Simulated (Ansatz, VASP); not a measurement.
**SiC: VASP beside Ansatz**

File POSCAR:

```
SiC
1.0
    0.0000000000      2.1781773191      2.1781773191
    2.1781773191      0.0000000000      2.1781773191
    2.1781773191      2.1781773191      0.0000000000
Si C
1 1
Direct
    0.0000000000      0.0000000000      0.0000000000
    0.2500000000      0.2500000000      0.2500000000
```

INCAR.step1

```
ALGO = Normal ; EDIFF = 1E-4
ENCUT = 520 ; GGA = PE
ISMEAR = 0 ; LASPH = True
LCHARG = False ; LREAL = False
LWAVE = True ; NBANDS = 11
NELM = 80 ; PREC = Accurate
SIGMA = 0.02
```

File INCAR.step2:

```
ALGO = Normal ; EDIFF = 1E-7
ENCUT = 520 ; ISIF = 2
ISMEAR = 0 ; ISTART = 1
LASPH = True ; LCHARG = False
LMIXTAU = True ; LREAL = False
LWAVE = False ; METAGGA = R2SCAN
NBANDS = 11 ; NELM = 80
PREC = Accurate ; SIGMA = 0.02
```

File KPOINTS:

```
k-points
0
Gamma
  10 10 10
```

Input for Ansatz:

```yaml
crystal:
  lattice:
    - [0.0, 2.1781773191, 2.1781773191]
    - [2.1781773191, 0.0, 2.1781773191]
    - [2.1781773191, 2.1781773191, 0.0]
  atoms:
    - { symbol: Si, position: [0.0, 0.0, 0.0] }
    - { symbol: C, position: [0.25, 0.25, 0.25] }
basis:
  ecutwfc: 500
kpoints:
  mp_grid: { grid: [10, 10, 10] }
  band_path:
    path:
      - [[0.0, 0.0, 0.0], [-0.5, -0.5, 0.0], [-0.375, -0.375, 0.25]]
      - [[-0.375, 0.0, 0.375], [0.0, 0.0, 0.0], [0.0, 0.0, 0.5], [-0.5, -0.25, 0.25], [-0.5, -0.5, 0.0]]
    npoints: 14
hamiltonian:
  xc: r2scan
scf:
  occupations: { method: gaussian, width: 0.02 }
  n_extra_bands: 6
output:
  forces: true
  stress: true
  eigenvalues: true
  populations: true
  dos: { projected: true, de: 0.02, nscf_kmesh: { grid: [15, 15, 15] } }
  bader: true
  write_density: true
  write_potential: true
  elf: true
  volumetric_format: npy
```

Alike in both runs: task single point; functional r2SCAN; k mesh 10 × 10 × 10; occupations gaussian, width 0.02 eV; no spin polarisation.

|  | VASP | Ansatz |
| --- | --- | --- |
| version | VASP 6.6.1 | Ansatz 0.2.0 |
| potentials or method | VASP PAW PBE potentials, release 64 (Si, C), cutoff 520 eV | scalar-relativistic, plane waves, PAW |
| valence electrons in the cell | 8 | 8 |

|  | VASP | Ansatz | Ansatz less VASP |
| --- | --- | --- | --- |
| gap on the k mesh at the Fermi level (eV) | 1.72 | 1.71 | -0.011 |
| least direct gap on the mesh (eV) | 5.06 | 5.05 | -0.013 |
| pressure (GPa) | -0.2 | 0.0 | +0.18 |

VASP's potentials were made for PBE, not for r2SCAN.
